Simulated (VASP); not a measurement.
# Sr4O (P-43m) in VASP: further runs, part 2 of 2

VASP 6.6.1. Earlier steps stand in the parts before.

## (3) Single point, PBE

This run uses another cell than the first one, of 46.03 Å³/atom, 1.100 times its volume.

The input, INCAR:

```
SYSTEM = Sr4O
ALGO = Normal ; EDIFF = 1E-6
ENCUT = 520 ; GGA = PE
ISIF = 2 ; ISMEAR = 0
LASPH = .TRUE. ; LCHARG = .FALSE.
LREAL = .FALSE. ; LWAVE = .FALSE.
NBANDS = 31 ; NELM = 100
PREC = Accurate ; SIGMA = 0.1
```

The input, KPOINTS:

```
k-points
0
G
  4 4 4
  0 0 0
```

The input, POSCAR:

```
Sr4O
1.0
    6.1283528041      0.0000000000      0.0000000000
    0.0000000000      6.1283528041      0.0000000000
    0.0000000000      0.0000000000      6.1283528041
Sr O
4 1
Direct
    0.2245233711      0.2245233711      0.2245233711
    0.7754766289      0.7754766289      0.2245233711
    0.7754766289      0.2245233711      0.7754766289
    0.2245233711      0.7754766289      0.7754766289
    0.0000000000      0.0000000000      0.0000000000
```

Potentials or basis: VASP PAW PBE potentials, release 64 (Sr_sv, O).

Run with:

```sh
$ cat potpaw_PBE.64/Sr_sv/POTCAR potpaw_PBE.64/O/POTCAR > POTCAR
$ mpirun -np 1 vasp_std > vasp.out
```

OUTCAR:

```text
SYSTEM = Sr4O
   EDIFF = 1E-6
   ENCUT = 520
   GGA = PE
   ISIF = 2
   ISMEAR = 0
   LASPH = .TRUE.
   LREAL = .FALSE.
   NELM = 100
   PREC = Accurate

 ion  position               nearest neighbor table
   1  0.225  0.225  0.225-   5 2.38   3 3.89   4 3.89   2 3.89   3 4.36   4 4.36   2 4.36   3 4.36
                             2 4.36   4 4.36   4 4.78   2 4.78   3 4.78
   2  0.775  0.775  0.225-   5 2.38   3 3.89   4 3.89   1 3.89   3 4.36   4 4.36   1 4.36   3 4.36
                             1 4.36   4 4.36   3 4.78   4 4.78   1 4.78
   3  0.775  0.225  0.775-   5 2.38   2 3.89   4 3.89   1 3.89   2 4.36   4 4.36   1 4.36   2 4.36
                             1 4.36   4 4.36   2 4.78   4 4.78   1 4.78
   4  0.225  0.775  0.775-   5 2.38   2 3.89   3 3.89   1 3.89   2 4.36   3 4.36   1 4.36   2 4.36
                             1 4.36   3 4.36   2 4.78   3 4.78   1 4.78
   5  0.000  0.000  0.000-   1 2.38   2 2.38   3 2.38   4 2.38

  LATTYP: Found a simple cubic cell.
 ALAT       =     6.1283528041

  Lattice vectors:

 A1 = (   6.1283528041,   0.0000000000,   0.0000000000)
 A2 = (   0.0000000000,   6.1283528041,   0.0000000000)
 A3 = (   0.0000000000,   0.0000000000,   6.1283528041)

Analysis of symmetry for initial positions (statically):
=====================================================================
 Subroutine PRICEL returns:
 Original cell was already a primitive cell.

 Routine SETGRP: Setting up the symmetry group for a
 simple cubic supercell.

 Subroutine GETGRP returns: Found 24 space group operations
 (whereof 24 operations were pure point group operations)
 out of a pool of 48 trial point group operations.

The static configuration has the point symmetry T_d .

Analysis of symmetry for dynamics (positions and initial velocities):
=====================================================================
 Subroutine PRICEL returns:
 Original cell was already a primitive cell.

 Routine SETGRP: Setting up the symmetry group for a
[... 118 lines left out ...]
  volume/ion in A,a.u.               =      46.03       310.64
  Fermi-wavevector in a.u.,A,eV,Ry     =   0.957158  1.808767 12.465000  0.916152
  Thomas-Fermi vector in A             =   2.086151
   LORBIT       =      0    0 simple, 1 ext, 2 COOP (PROOUT), +10 PAW based schemes
   GGA     = PE    functional components
   LHFCALC =     F    Hartree Fock is set to
   AEXX    =    0.0000 exact exchange contribution
   IVDW    =     0    specifies the selected vdW correction
   LEPSILON=     F    determine dielectric tensor
   LRPA    =     F    only Hartree local field effects (RPA)
 non-spin polarized calculation
 Gauss-broadening in eV      SIGMA  =   0.10
  energy-cutoff  :      520.00
  volume of cell :      230.16
 maximum number of plane-waves:      6217
 NGX is ok and might be reduce to    48
   NGX = 23   NGY = 23   NGZ = 23

 number of electron      46.0000009 magnetization

 Free energy of the ion-electron system (eV)
  ---------------------------------------------------
  ext. energy  EPLUGINS =         0.00000000
  ---------------------------------------------------
  free energy    TOTEN  =       -16.70922626 eV

  energy without entropy =      -16.69076879  energy(sigma->0) =      -16.69999753

 E-fermi :   1.4296     XC(G=0):  -7.2967

 val. band max:        1.4076263115   @ k =   0.5000   0.2500   0.0000
 cond. band min:       1.4644312896   @ k =   0.5000   0.5000   0.5000
 fundamental gap:      0.0568049781
 Fermi energy:         1.4296176086

 k-point     1 :       0.0000    0.0000    0.0000
  band No.  band energies     occupation
      1     -34.7725      2.00000
      2     -34.7428      2.00000
      3     -34.7428      2.00000
      4     -34.7428      2.00000
      5     -18.1162      2.00000
      6     -16.9039      2.00000
[... 329 lines left out ...]
     30       3.9653      0.00000
     31       3.9781      0.00000

------------------------ aborting loop because EDIFF is reached ----------------------------------------

  FORCE on cell =-STRESS in cart. coord.  units (eV):
  Direction    XX          YY          ZZ          XY          YZ          ZX
  --------------------------------------------------------------------------------------
  -------------------------------------------------------------------------------------
  Total       -0.0610658     -0.0610658     -0.0610658     -0.0000000     -0.0000000      0.0000000
  in kB       -0.4250868     -0.4250868     -0.4250868     -0.0000000     -0.0000000      0.0000000
  external PRESSURE =      -0.4250868 kB  Pullay stress =       0.0000000 kB

 VOLUME and BASIS-vectors are now :
 -----------------------------------------------------------------------------
  energy-cutoff  :      520.00
  volume of cell :      230.16
      direct lattice vectors                 reciprocal lattice vectors
     6.128352804  0.000000000  0.000000000     0.163175984  0.000000000  0.000000000
     0.000000000  6.128352804  0.000000000     0.000000000  0.163175984  0.000000000
     0.000000000  0.000000000  6.128352804     0.000000000  0.000000000  0.163175984

 POSITION                                       TOTAL-FORCE (eV/Angst)
 -----------------------------------------------------------------------------------
      1.37596      1.37596      1.37596         0.012251      0.012251      0.012251
      4.75239      4.75239      1.37596        -0.012251     -0.012251      0.012251
      4.75239      1.37596      4.75239        -0.012251      0.012251     -0.012251
      1.37596      4.75239      4.75239         0.012251     -0.012251     -0.012251
      0.00000      0.00000      0.00000         0.000000      0.000000      0.000000
 -----------------------------------------------------------------------------------
    total drift:                               -0.000000     -0.000000      0.000000

  FREE ENERGIE OF THE ION-ELECTRON SYSTEM (eV)
  ---------------------------------------------------
  free  energy   TOTEN  =       -16.7092262586 eV

  energy  without entropy=      -16.6907687944  energy(sigma->0) =      -16.69999753
```

stdout:

```text
POSCAR found type information on POSCAR SrO
 POSCAR found :  2 types and       5 ions
 scaLAPACK will be used
 LDA part: xc-table for (Slater+PW92), standard interpolation
 POSCAR, INCAR and KPOINTS ok, starting setup
 FFT: planning ... GRIDC
 FFT: planning ... GRID_SOFT
 FFT: planning ... GRID
 WAVECAR not read
 entering main loop
```

Wall time 46 s (1 thread of AMD EPYC 9R14 (Zen 4), shared host); peak memory 0.31 GiB.

What came out:

* Free energy: -16.7092 eV
* Pressure: 0.0 GPa
* Largest force: 0.021 eV/Å
* Band gap on the k mesh: zero (band 23 reaches 2.11 eV, above the bottom of band 24 at 0.90 eV)

Forces in eV/Å, atoms in the order of the input:
```
Sr   0.012  0.012  0.012
Sr  -0.012 -0.012  0.012
Sr  -0.012  0.012 -0.012
Sr   0.012 -0.012 -0.012
O    0.000  0.000  0.000
```

Levels at points of the mesh, in eV from the Fermi level:
| k point | band 21 | band 22 | band 23 | band 24 | band 25 | band 26 |
| --- | --- | --- | --- | --- | --- | --- |
| (0.00, 0.00, 0.00) | -3.00 | 0.24 | 0.24 | 0.24 | 0.65 | 0.65 |
| (0.50, 0.00, 0.00) | -1.81 | -1.59 | 0.68 | 0.68 | 0.75 | 0.84 |
| (0.50, 0.50, 0.00) | -0.92 | -0.86 | -0.86 | -0.53 | 0.96 | 0.96 |
| (0.50, 0.50, 0.50) | -0.67 | -0.67 | -0.67 | 0.03 | 0.32 | 0.32 |
